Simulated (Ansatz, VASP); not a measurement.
# AlAs in VASP and in Ansatz

INCAR

```
  PREC = Accurate
  ENCUT = 400
  EDIFF = 1E-8
  ISMEAR = -1
  SIGMA = 0.05
  LREAL = False
  LASPH = True
  NELM = 120
  ALGO = Normal
  ISIF = 2
  LWAVE = False
  LCHARG = False
  GGA = PS
  LEFG = True
  NBANDS = 11
  GGA_COMPAT = False
```

KPOINTS

```
regular mesh
0
Gamma
  10 10 10
```

POSCAR

```
AlAs
1.0
    0.0000000000      2.7726205221      2.7726205221
    2.7726205221      0.0000000000      2.7726205221
    2.7726205221      2.7726205221      0.0000000000
Al As
1 1
Direct
    0.0000000000      0.0000000000      0.0000000000
    0.7500000000      0.7500000000      0.7500000000
```

Input for Ansatz:

```yaml
crystal:
  lattice:
    - [0.0, 2.7726205221, 2.7726205221]
    - [2.7726205221, 0.0, 2.7726205221]
    - [2.7726205221, 2.7726205221, 0.0]
  atoms:
    - { symbol: Al, position: [0.0, 0.0, 0.0] }
    - { symbol: As, position: [0.75, 0.75, 0.75] }
kpoints:
  mp_grid: { grid: [10, 10, 10] }
scf:
  occupations: { method: fermi_dirac, width: 0.05 }
hamiltonian:
  xc: pbesol
  pseudopotentials: { kind: paw }
output:
  forces: true
  stress: true
  eigenvalues: true
  efg: { contact_densities: true }
```

Change from the starting cell: volume scaled by 0.94, PAW files.

Alike in both runs: task electric field gradients; functional PBEsol; k mesh 10 × 10 × 10; occupations fermi-dirac, width 0.05 eV; no spin polarisation.

```csv
,VASP,Ansatz
version,VASP 6.6.1,Ansatz 0.2.0
potentials or method,"VASP PAW PBE potentials, release 64 (Al, As)","PAW with Ansatz's default frozen-core files, scalar-relativistic"
plane-wave cutoff (eV),400,420
valence electrons in the cell,8,18
```

Ansatz gave:

| Quantity | Value |
| --- | --- |
| pressure (GPa) | 5.8 |

Task: Which values does VASP return?

Result: Pressure (GPa): 6.1.

VASP's potentials were made for PBE, not for PBEsol. VASP's potentials hold 8 valence electrons a cell and Ansatz's 18, so a difference there can come from the potentials and not from the codes.
